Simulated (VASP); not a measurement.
Runs of VASP 6.6.1 on Pd. The structure is that of space group Fm-3m (No. 225), or close to it. The cells are those of the table. 

```csv
task,level,potentials or basis,cell,cutoff (eV),share of exact exchange,gap on the mesh (eV),pressure (GPa)
single point,B3LYP,"VASP PAW PBE potentials, release 64 (Pd)","a = 2.810 Å, angles 60.0°, 1 atom",520,0.2,none,0.4
single point,BHLYP,"VASP PAW PBE potentials, release 64 (Pd)","a = 2.771 Å, angles 60.0°, 1 atom",520,0.5,none,3.7
single point,HF,"VASP PAW PBE potentials, release 64 (Pd)","a = 2.999 Å, angles 60.0°, 1 atom",520,1,none,-0.6
single point,BHLYP,"VASP PAW PBE potentials, release 64 (Pd)","a = 2.753 Å, angles 60.0°, 1 atom",520,0.5,none,7.5
single point,BHLYP,"VASP PAW PBE potentials, release 64 (Pd)","a = 2.734 Å, angles 60.0°, 1 atom",520,0.5,none,11.8
single point,r2SCANh,"VASP PAW PBE potentials, release 64 (Pd_sv_GW)","a = 2.753 Å, angles 60.0°, 1 atom",510,0.1,none,(b)
single point,BHLYP,"VASP PAW PBE potentials, release 64 (Pd)","a = 2.716 Å, angles 60.0°, 1 atom",520,0.5,none,(a)
relaxation of cell and atoms,B3LYP,"VASP PAW PBE potentials, release 64 (Pd)","relaxed from a = 2.753 Å, angles 60.0°, 1 atom",600,0.2,none,-0.1
```

Alike in all rows: no spin polarisation; k mesh 6 × 6 × 6; smearing fermi-dirac 0.05 eV.

Fill in the values left out.

(a) 16.6; (b) -3.8.

Caveats: all runs use coarse meshes; the PAW data sets were made with another functional, which shifts forces and pressure a little.

A k mesh can miss the band edges, and the runs leave out spin-orbit coupling on Pd.

A gap of «none» marks levels without a gap at the run's occupations.

The runs don't all hold the same shells in valence.
